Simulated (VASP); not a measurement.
The system is NaLiCl2.

```
Li Na Cl
1.0
     1.73380    1.00101    5.66256
    -1.73380    1.00101    5.66256
     0.00000   -2.00202    5.66256
Li Na Cl
1 1 2
Direct
  0.00000 0.00000 0.00000
  0.50000 0.50000 0.50000
  0.25000 0.25000 0.25000
  0.75000 0.75000 0.75000
```

```yaml
Program: VASP 6.6.1
Task: relaxation of cell and atoms
Functional: PBE
Potentials_or_basis: VASP PAW PBE potentials, release 64 (Li_sv, Na_pv, Cl)
Cutoff: 600 eV
k_mesh: 8 × 8 × 8
Occupations: fermi-dirac, width 0.02 eV
Spin: no spin polarisation
```

At the start: pressure 18.1 GPa; volume 14.74 Å³/atom.

Where does the relaxation end?

Over 12 steps the energy falls by 256.5 meV/atom and the volume is 19.94 Å³/atom (+35.3 %); space group R-3m (No. 166, to 0.1 Å) before and after.

The path:
```tsv
step	energy change (eV)	largest force (eV/Å)	pressure (GPa)	volume (Å³)
1	0.0000	1.4327	18.13	58.97
2	-0.9660	0.3503	2.53	74.38
3	-1.0121	0.2184	0.71	78.17
4	-0.9857	0.0223	-1.84	86.13
5	-1.0194	0.1433	-0.25	80.69
6	-1.0194	0.1562	-0.06	80.22
7	-1.0218	0.1246	-0.01	79.99
8	-1.0250	0.0539	0.14	79.50
9	-1.0222	0.0955	0.43	78.52
10	-1.0255	0.0158	0.19	79.25
11	-1.0258	0.0041	0.02	79.70
12	-1.0259	0.0026	-0.01	79.77
```

Final structure:
```
CELL_PARAMETERS angstrom
1.91101 1.10332 6.30560
-1.91101 1.10332 6.30560
0.00000 -2.20665 6.30560
ATOMIC_POSITIONS crystal
Li 0.00000 0.00000 0.00000
Na 0.50000 0.50000 0.50000
Cl 0.25725 0.25725 0.25725
Cl 0.74275 0.74275 0.74275
```

Caveat: the cutoff is under 1.25 times the usual one of these potentials, so pressure, stress and relaxed cells hold a basis-set (Pulay) error; the volume moved by over 15 % at a fixed basis, so the end points are rough.
